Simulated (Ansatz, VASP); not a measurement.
## One calculation of Si, two programs

Contents of INCAR:

```
SYSTEM = Si
  ALGO = Normal
  DIPOL = 0.5 0.5 0.379
  EDIFF = 1E-7
  ENCUT = 520
  GGA = PE
  IDIPOL = 3
  ISIF = 2
  ISMEAR = 0
  IVDW = 12
  LASPH = .True.
  LCHARG = .False.
  LDIPOL = .True.
  LREAL = .False.
  LWAVE = .False.
  NBANDS = 16
  NELM = 100
  PREC = Accurate
  SIGMA = 0.1
```

The input KPOINTS:

```
k-points
0
Gamma
  9 9 1
  0 0 0
```

Contents of POSCAR:

```
Si
1.0
    3.8475254748      0.0000000000      0.0000000000
   -1.9237627374      3.3320548028      0.0000000000
    0.0000000000      0.0000000000     18.4415958287
Si
4
Direct
    0.3333333333      0.6666666667      0.2695427207
    0.6666666667      0.3333333333      0.2440135898
    1.3333333333     -0.3333333333      0.5130573252
    1.0000000000      0.0000000000      0.4875281943
```

Input for Ansatz:

```yaml
crystal:
  lattice:
    - [3.8475254748, 0.0, 0.0]
    - [-1.9237627374, 3.3320548028, 0.0]
    - [0.0, 0.0, 18.4415958287]
  atoms:
    - { symbol: Si, position: [0.3333333333, 0.6666666667, 0.2695427207] }
    - { symbol: Si, position: [0.6666666667, 0.3333333333, 0.2440135898] }
    - { symbol: Si, position: [1.3333333333, -0.3333333333, 0.5130573252] }
    - { symbol: Si, position: [1.0, 0.0, 0.4875281943] }
basis:
  ecutwfc: 420
kpoints:
  mp_grid: { grid: [9, 9, 1] }
hamiltonian:
  xc: pbe
  pseudopotentials: { kind: paw, azcp: { folder: soft_1 } }
  dispersion: d3bj
scf:
  occupations: { method: gaussian, width: 0.1 }
output:
  forces: true
  eigenvalues: true
  write_density: true
  write_potential: true
  elf: true
  volumetric_format: npy
efield:
  axis: 3
  dipole_correction: true
  ramp_width: 0.04
```

Alike in both runs: task single point; functional PBE; dispersion D3(BJ); k mesh 9 × 9 × 1; occupations gaussian, width 0.1 eV; no spin polarisation.

|  | VASP | Ansatz |
| --- | --- | --- |
| version | VASP 6.6.1 | Ansatz 0.2.0 |
| potentials or method | VASP PAW PBE potentials, release 64 (Si), cutoff 520 eV | scalar-relativistic, plane waves, PAW |
| valence electrons in the cell | 16 | 16 |

|  | VASP | Ansatz | Ansatz less VASP |
| --- | --- | --- | --- |
| gap on the k mesh at the Fermi level (eV) | 0.06 | 0.06 | 0.000 |
| least direct gap on the mesh (eV) | 0.06 | 0.06 | 0.000 |
| rms of the force components (eV/Å) | 0.063 | 0.065 | +0.0011 |

Atom by atom the forces differ by 0.003 eV/Å (rms over components). Ansatz's warnings: xc potential rough in thin density.
